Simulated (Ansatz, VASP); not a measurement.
## AlGa3N4 in VASP and in Ansatz

Contents of INCAR:

```
SYSTEM = AlGa3N4
PREC = Accurate ; ENCUT = 520
EDIFF = 1E-6 ; ISMEAR = 0
SIGMA = 0.05 ; LREAL = .FALSE.
LASPH = .TRUE. ; NELM = 60
ALGO = Normal ; ISIF = 2
LWAVE = .FALSE. ; LCHARG = .FALSE.
GGA = PS ; NBANDS = 41
```

Contents of KPOINTS:

```
regular mesh
0
G
  6 6 6
  0 0 0
```

File POSCAR:

```
AlGa3N4
1.0
    4.2442465439      0.0000000000      0.0000000000
    0.0000000000      4.2442465439      0.0000000000
    0.0000000000      0.0000000000      4.4676279409
Al Ga N
1 3 4
Direct
    0.0000000000      0.0000000000      0.0000000000
    0.5000000000      0.5000000000      0.0000000000
    0.5000000000      0.0000000000      0.5000000000
    0.0000000000      0.5000000000      0.5000000000
    0.7550309200      0.7550309200      0.2449690800
    0.7550309200      0.2449690800      0.7550309200
    0.2449690800      0.7550309200      0.7550309200
    0.2449690800      0.2449690800      0.2449690800
```

Input for Ansatz:

```yaml
crystal:
  lattice:
    - [4.2442465439, 0.0, 0.0]
    - [0.0, 4.2442465439, 0.0]
    - [0.0, 0.0, 4.4676279409]
  atoms:
    - { symbol: Al, position: [0.0, 0.0, 0.0] }
    - { symbol: Ga, position: [0.5, 0.5, 0.0] }
    - { symbol: Ga, position: [0.5, 0.0, 0.5] }
    - { symbol: Ga, position: [0.0, 0.5, 0.5] }
    - { symbol: "N", position: [0.75503092, 0.75503092, 0.24496908] }
    - { symbol: "N", position: [0.75503092, 0.24496908, 0.75503092] }
    - { symbol: "N", position: [0.24496908, 0.75503092, 0.75503092] }
    - { symbol: "N", position: [0.24496908, 0.24496908, 0.24496908] }
basis:
  ecutwfc: 420
kpoints:
  mp_grid: { grid: [6, 6, 6] }
hamiltonian:
  xc: pbesol
scf:
  occupations: { method: gaussian, width: 0.05 }
output:
  forces: true
  stress: true
  eigenvalues: true
```

Change from the starting cell: strain -0.050 along x and y, +0.000 along z, atoms carried along.

Alike in both runs: task single point; functional PBEsol; k mesh 6 × 6 × 6; occupations gaussian, width 0.05 eV; no spin polarisation.

```csv
,VASP,Ansatz
version,VASP 6.6.1,Ansatz 0.2.0
potentials or method,"VASP PAW PBE potentials, release 64 (Al, Ga_d, N), cutoff 520 eV","scalar-relativistic, plane waves, PAW"
valence electrons in the cell,62,62
```

```csv
,VASP,Ansatz,Ansatz less VASP
gap on the k mesh at the Fermi level (eV),2.94,2.91,-0.025
least direct gap on the mesh (eV),2.94,2.91,-0.025
pressure (GPa),23.9,24.1,+0.20
"traceless stress, the component that is largest in VASP (GPa)",-4.49,-4.45,+0.045
rms of the force components (eV/Å),0.027,0.031,+0.0039
```

VASP's potentials were made for PBE, not for PBEsol. Atom by atom the forces differ by 0.011 eV/Å (rms over components). With one functional, cell and mesh, what is left measures potentials, basis and numerics.
